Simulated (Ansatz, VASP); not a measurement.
## One calculation of Ti2SnTe3, two programs

```
CELL_PARAMETERS angstrom
4.18967 0.00000 0.00000
0.00000 4.18967 0.00000
0.00000 0.00000 8.12116
ATOMIC_POSITIONS crystal
Ti 0.50000 0.00000 0.73849
Ti 0.00000 0.50000 0.26151
Sn 0.50000 0.50000 0.00000
Te 0.50000 0.00000 0.37590
Te 0.00000 0.50000 0.62410
Te 0.00000 0.00000 0.00000
```

Change from the starting cell: species swapped into the Zr2Sb3Pd type (P-4m2, No. 115).

Alike in both runs: functional PBE; k mesh 10 × 10 × 6; occupations gaussian, width 0.1 eV; no spin polarisation.

Ansatz relaxed the structure, and its values are those at the end. VASP's run is a single point on that final structure, the one shown.

|  | VASP | Ansatz |
| --- | --- | --- |
| version | VASP 6.6.1 | Ansatz 0.2.0 |
| potentials or method | VASP PAW PBE potentials, release 64 (Ti_sv, Sn_d, Te), cutoff 520 eV | scalar-relativistic, plane waves, PAW |
| valence electrons in the cell | 56 | 86 |

|  | VASP | Ansatz | Ansatz less VASP |
| --- | --- | --- | --- |
| gap on the k mesh at the Fermi level (eV) | none | none | - |
| pressure (GPa) | 0.0 | 0.0 | -0.01 |

A gap of «none» marks a metal or a gap that the smearing closes. VASP's potentials hold 56 valence electrons a cell and Ansatz's 86, so a difference there can come from the potentials and not from the codes.

Spin-orbit coupling is off throughout.
